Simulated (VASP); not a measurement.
# TaN in VASP: a series of runs

The runs below take TaN through single point, with PBEsol.

Program: VASP 6.6.1. These are calculated values, not measurements. Logs are shortened: lines on timing, memory, paths and dates and some standing lists are left out, and cuts for length are marked.

### Step 1. The cell of the first run

The structure is tetragonal, space group I4/mmm (No. 139). Conventional cell: a = 3.174 Å, b = 3.174 Å, c = 4.358 Å, α = 90.00°, β = 90.00°, γ = 90.00°. Ta (site symmetry 4/mmm) has 6 N at 2.18 to 2.24 Å within 2.9 Å. N (site symmetry 4/mmm) has 6 Ta at 2.18 to 2.24 Å within 2.9 Å.

### Step 2. Single point, PBEsol (equal xx and yy strain of +3 %)

Contents of INCAR:

```
PREC     = Accurate       # precision mode
ENCUT    = 520            # plane-wave cutoff, eV
EDIFF    = 1E-6           # SCF threshold, eV
ISMEAR   = -1             # smearing method
SIGMA    = 0.02           # smearing width, eV
LREAL    = False          # projectors in reciprocal space
LASPH    = True           # aspherical terms in the spheres
NELM     = 60             # most SCF steps
ALGO     = Normal         # electronic algorithm
ISIF     = 2              # what is computed and relaxed
LWAVE    = False          # write WAVECAR
LCHARG   = False          # write CHGCAR
GGA      = PS             # functional
NBANDS   = 15             # bands
```

Contents of KPOINTS:

```
regular mesh
0
Gamma
  9 9 9
```

Contents of POSCAR:

```
TaN
1.0
    0.0000000000      2.2443700000      2.1790000000
    2.2443700000      0.0000000000      2.1790000000
    2.2443700000      2.2443700000      0.0000000000
Ta N
1 1
Direct
    0.5000000000      0.5000000000      0.5000000000
    0.0000000000      0.0000000000      0.0000000000
```

Potentials or basis: VASP PAW PBE potentials, release 64 (Ta_pv, N).

Launch:

```
$ cat potpaw_PBE.64/Ta_pv/POTCAR potpaw_PBE.64/N/POTCAR > POTCAR
$ mpirun -np 1 vasp_std > vasp.out
```

OUTCAR:

```text
PREC = Accurate
   ENCUT = 520
   EDIFF = 1E-6
   ISMEAR = -1
   LREAL = False
   LASPH = True
   NELM = 60
   ISIF = 2
   GGA = PS

 ion  position               nearest neighbor table
   1  0.500  0.500  0.500-   2 2.18   2 2.18   2 2.24   2 2.24   2 2.24   2 2.24
   2  0.000  0.000  0.000-   1 2.18   1 2.18   1 2.24   1 2.24   1 2.24   1 2.24

  LATTYP: Found a body centered tetragonal cell.
 ALAT       =     3.1740184930
 C/A-ratio  =     1.3730228761

  Lattice vectors:

 A1 = (   0.0000000000,  -2.2443700000,  -2.1790000000)
 A2 = (   0.0000000000,   2.2443700000,  -2.1790000000)
 A3 = (   2.2443700000,   0.0000000000,   2.1790000000)

Analysis of symmetry for initial positions (statically):
=====================================================================
 Subroutine PRICEL returns:
 Original cell was already a primitive cell.

 Routine SETGRP: Setting up the symmetry group for a
 body centered tetragonal supercell.

 Subroutine GETGRP returns: Found 16 space group operations
 (whereof 16 operations were pure point group operations)
 out of a pool of 16 trial point group operations.

The static configuration has the point symmetry D_4h.

Analysis of symmetry for dynamics (positions and initial velocities):
=====================================================================
 Subroutine PRICEL returns:
 Original cell was already a primitive cell.

 Routine SETGRP: Setting up the symmetry group for a
 body centered tetragonal supercell.

 Subroutine GETGRP returns: Found 16 space group operations
 (whereof 16 operations were pure point group operations)
 out of a pool of 16 trial point group operations.

The dynamic configuration has the point symmetry D_4h.

 Subroutine INISYM returns: Found 16 space group operations
 (whereof 16 operations are pure point group operations),
 and found     1 'primitive' translations

----------------------------------------------------------------------------------------

                                     Primitive cell

  volume of cell :      21.9521

  direct lattice vectors                    reciprocal lattice vectors
     0.000000000  2.244370000  2.179000000    -0.222779666  0.222779666  0.229463056
     2.244370000  0.000000000  2.179000000     0.222779666 -0.222779666  0.229463056
     2.244370000  2.244370000  0.000000000     0.222779666  0.222779666 -0.229463056

  length of vectors
     3.128136458  3.128136458  3.174018493     0.389762561  0.389762561  0.389762561

  position of ions in fractional coordinates (direct lattice)
     0.500000000  0.500000000  0.500000000
     0.000000000  0.000000000  0.000000000

  ion indices of the primitive-cell ions
   primitive index   ion index
                 1           1
                 2           2

----------------------------------------------------------------------------------------

 KPOINTS: regular mesh

Automatic generation of k-mesh.
 Grid dimensions read from file:
 generate k-points for:    9    9    9

 Generating k-lattice:

  Cartesian coordinates                     Fractional coordinates (reciprocal lattice)
    -0.024753296  0.024753296  0.025495895     0.111111111  0.000000000  0.000000000
     0.024753296 -0.024753296  0.025495895     0.000000000  0.111111111  0.000000000
     0.024753296  0.024753296 -0.025495895     0.000000000  0.000000000  0.111111111

  Length of vectors
     0.043306951  0.043306951  0.043306951

  Shift w.r.t. Gamma in fractional coordinates (k-lattice)
     0.000000000  0.000000000  0.000000000

 Subroutine IBZKPT returns following result:
 ===========================================

 Found     75 irreducible k-points:

 Following reciprocal coordinates:
            Coordinates               Weight
  0.000000  0.000000  0.000000      1.000000
  0.111111 -0.000000  0.000000      8.000000
  0.222222 -0.000000  0.000000      8.000000
  0.333333 -0.000000  0.000000      8.000000
  0.444444 -0.000000  0.000000      8.000000
  0.111111  0.111111  0.000000      2.000000
[... 16 lines left out ...]
 -0.333333  0.333333  0.000000      4.000000
  0.444444  0.444444  0.000000      2.000000
 [... further k-points ...]
   k-points           NKPTS =     75   k-points in BZ     NKDIM =     75   number of bands    NBANDS=     15
   number of dos      NEDOS =    301   number of ions     NIONS =      2
   total plane-waves  NPLWV =  13824
   dimension x,y,z NGX =    24 NGY =   24 NGZ =   24
   dimension x,y,z NGXF=    48 NGYF=   48 NGZF=   48
   ions per type =               1   1
   NGX,Y,Z   is equivalent  to a cutoff of  12.75, 12.75, 12.57 a.u.
   NGXF,Y,Z  is equivalent  to a cutoff of  25.51, 25.51, 25.14 a.u.
 SYSTEM =  unknown system
   PREC   = accura    normal or accurate (medium, high low for compatibility)
   ISTART =      0    job   : 0-new  1-cont  2-samecut
   ICHARG =      2    charge: 1-file 2-atom 10-const
   ISPIN  =      1    spin polarized calculation?
   LNONCOLLINEAR =      F non collinear calculations
   LSORBIT =      F    spin-orbit coupling
   LASPH  =      T    aspherical Exc in radial PAW
   ENCUT  =  520.0 eV  38.22 Ry    6.18 a.u.   5.82  5.82  5.90*2*pi/ulx,y,z
   NELM   =     60;   NELMIN=  2; NELMDL= -5     # of ELM steps
   EDIFF  = 0.1E-05   stopping-criterion for ELM
   LREAL  =      F    real-space projection
   EDIFFG = 0.1E-04   stopping-criterion for IOM
   NSW    =      0    number of steps for IOM
   IBRION =     -1    ionic relax: 0-MD 1-quasi-New 2-CG
   NFREE  =      0    steps in history (QN), initial steepest desc. (CG)
   ISIF   =      2    stress and relaxation
   ISYM   =      2    0-nonsym 1-usesym 2-fastsym
   POTIM  = 0.5000    time-step for ionic-motion
   TEBEG  =    0.0;   TEEND  =   0.0 temperature during run
   PSTRESS=    0.0 pullay stress
   NELECT =      16.0000    total number of electrons
   NUPDOWN=      -1.0000    fix difference up-down
   EMIN   =  10.00;   EMAX   =-10.00  energy-range for DOS
   EFERMI =   0.00;   METHOD = LEGACY
   ISMEAR =    -1;   SIGMA  =   0.02  broadening in eV -4-tet -1-fermi 0-gaus
   EFERMI_NEDOS =   21; number of points for ismear=-14 and -15
   IALGO  =     38    algorithm
   IMIX   =      4    mixing-type and parameters
     AMIX     =   0.40;   BMIX     =  1.00
     AMIX_MAG =   1.60;   BMIX_MAG =  1.00
  volume/ion in A,a.u.               =      10.98        74.07
  Fermi-wavevector in a.u.,A,eV,Ry     =   1.473294  2.784122 29.532744  2.170595
  Thomas-Fermi vector in A             =   2.588205
   LORBIT       =      0    0 simple, 1 ext, 2 COOP (PROOUT), +10 PAW based schemes
   GGA     = PS    functional components
   LHFCALC =     F    Hartree Fock is set to
   AEXX    =    0.0000 exact exchange contribution
   IVDW    =     0    specifies the selected vdW correction
   LEPSILON=     F    determine dielectric tensor
   LRPA    =     F    only Hartree local field effects (RPA)
 non-spin polarized calculation
  energy-cutoff  :      520.00
  volume of cell :       21.95
 maximum number of plane-waves:       604
   NGX = 11   NGY = 11   NGZ = 11

 number of electron      16.0000002 magnetization

 Free energy of the ion-electron system (eV)
  ---------------------------------------------------
  ext. energy  EPLUGINS =         0.00000000
  ---------------------------------------------------
  free energy    TOTEN  =       -23.14861712 eV

  energy without entropy =      -23.14787880  energy(sigma->0) =      -23.14824796

 E-fermi :   8.9198     XC(G=0): -13.4130

 val. band max:        8.8697598292   @ k =   0.2222  -0.0000   0.1111
 cond. band min:       8.9472760400   @ k =  -0.2222   0.0000   0.2222
 fundamental gap:      0.0775162109
 Fermi energy:         8.9197972614

 k-point     1 :       0.0000    0.0000    0.0000
  band No.  band energies     occupation
      1     -26.7562      2.00000
      2     -26.7562      2.00000
      3     -26.7182      2.00000
      4      -9.5315      2.00000
      5       5.2687      2.00000
      6       5.2687      2.00000
      7       5.3992      2.00000
      8       6.8758      2.00000
      9       6.8758      2.00000
     10       7.1996      2.00000
     11       8.8315      1.97611
     12       9.0045      0.02849
     13      10.5483      0.00000
     14      18.3907      0.00000
     15      21.3161      0.00000

 k-point     2 :       0.1111   -0.0000    0.0000
  band No.  band energies     occupation
      1     -26.8410      2.00000
      2     -26.7672      2.00000
      3     -26.7358      2.00000
      4      -9.2509      2.00000
      5       4.0132      2.00000
      6       4.4035      2.00000
      7       4.5117      2.00000
      8       7.3248      2.00000
      9       7.3665      2.00000
     10       7.5596      2.00000
     11       9.8846      0.00000
     12      10.0809      0.00000
     13      11.4226      0.00000
     14      19.2482      0.00000
     15      21.3154      0.00000

 k-point     3 :       0.2222   -0.0000    0.0000
  band No.  band energies     occupation
      1     -27.0727      2.00000
      2     -26.7948      2.00000
      3     -26.7553      2.00000
      4      -8.5002      2.00000
      5       2.0062      2.00000
      6       3.1466      2.00000
      7       3.2205      2.00000
      8       8.0544      2.00000
      9       8.3118      2.00000
     10       8.3698      2.00000
     11      11.9431      0.00000
     12      12.1081      0.00000
     13      13.1677      0.00000
     14      20.9641      0.00000
     15      21.3201      0.00000

 k-point     4 :       0.3333   -0.0000    0.0000
  band No.  band energies     occupation
      1     -27.3261      2.00000
      2     -26.8260      2.00000
      3     -26.7753      2.00000
      4      -7.5290      2.00000
      5       0.2069      2.00000
      6       2.2011      2.00000
      7       2.2386      2.00000
      8       9.0658      0.00135
      9       9.5714      0.00000
     10       9.6448      0.00000
     11      13.6364      0.00000
     12      14.0596      0.00000
     13      14.8568      0.00000
     14      20.5959      0.00000
     15      21.3524      0.00000
[... 307 lines left out ...]
 k-point    22 :      -0.4444    0.3333    0.0000
  band No.  band energies     occupation
      1     -27.3108      2.00000
      2     -27.1171      2.00000
      3     -26.9777      2.00000
      4      -7.7729      2.00000
      5       1.5941      2.00000
      6       2.4836      2.00000
      7       3.1510      2.00000
      8       6.3958      2.00000
      9      11.4825      0.00000
     10      11.6536      0.00000
     11      13.1641      0.00000
     12      13.8870      0.00000
     13      16.6051      0.00000
     14      18.8440      0.00000
     15      21.3291      0.00000

 k-point    23 :      -0.3333    0.3333    0.0000
  band No.  band energies     occupation
      1     -27.2469      2.00000
      2     -27.1918      2.00000
      3     -26.9319      2.00000
      4      -7.4906      2.00000
      5       0.7426      2.00000
      6       2.4922      2.00000
      7       2.5137      2.00000
      8       8.0611      2.00000
      9      10.6919      0.00000
     10      10.7572      0.00000
     11      13.2571      0.00000
     12      14.9165      0.00000
     13      17.8909      0.00000
     14      19.6249      0.00000
     15      20.1701      0.00000

 k-point    24 :       0.4444    0.4444    0.0000
  band No.  band energies     occupation
      1     -27.3604      2.00000
      2     -27.0267      2.00000
      3     -27.0267      2.00000
      4      -8.2041      2.00000
      5       2.3938      2.00000
      6       3.7686      2.00000
      7       4.3366      2.00000
      8       4.3366      2.00000
      9      10.9386      0.00000
     10      12.3907      0.00000
     11      12.3907      0.00000
     12      13.0782      0.00000
     13      16.0157      0.00000
     14      17.9615      0.00000
     15      21.3284      0.00000

 [... further k-points ...]

------------------------ aborting loop because EDIFF is reached ----------------------------------------

  FORCE on cell =-STRESS in cart. coord.  units (eV):
  Direction    XX          YY          ZZ          XY          YZ          ZX
  --------------------------------------------------------------------------------------
  -------------------------------------------------------------------------------------
  Total       -2.6320614     -2.6320614     -0.3967584      0.0000000     -0.0000000     -0.0000000
  in kB     -192.1013673   -192.1013673    -28.9574681      0.0000000     -0.0000000     -0.0000000
  external PRESSURE =    -137.7200675 kB  Pullay stress =       0.0000000 kB

 VOLUME and BASIS-vectors are now :
 -----------------------------------------------------------------------------
  energy-cutoff  :      520.00
  volume of cell :       21.95
      direct lattice vectors                 reciprocal lattice vectors
     0.000000000  2.244370000  2.179000000    -0.222779666  0.222779666  0.229463056
     2.244370000  0.000000000  2.179000000     0.222779666 -0.222779666  0.229463056
     2.244370000  2.244370000  0.000000000     0.222779666  0.222779666 -0.229463056

 POSITION                                       TOTAL-FORCE (eV/Angst)
 -----------------------------------------------------------------------------------
      2.24437      2.24437      2.17900        -0.000000      0.000000      0.000000
      0.00000      0.00000      0.00000         0.000000     -0.000000      0.000000
 -----------------------------------------------------------------------------------
    total drift:                                0.000000     -0.000000     -0.000000

  FREE ENERGIE OF THE ION-ELECTRON SYSTEM (eV)
  ---------------------------------------------------
  free  energy   TOTEN  =       -23.1486171173 eV

  energy  without entropy=      -23.1478787984  energy(sigma->0) =      -23.14824796
```

Wall time 21 s (1 thread of Intel Xeon 6975P-C, shared host); peak memory 0.15 GiB.

What came out:

```
Free energy            : -23.1486 eV
Pressure               : -13.8 GPa
Band gap on the k mesh : zero (band 8 reaches 10.45 eV, above the bottom of band 9 at 6.88 eV)
```

Caveat: the cell differs from its parent crystal (equal xx and yy strain of +3 %); the PAW data sets were made with another functional, which shifts forces and pressure a little; spin-orbit coupling is left out, which moves the levels of the heavy elements.

(Continued in part 2 of 2.)
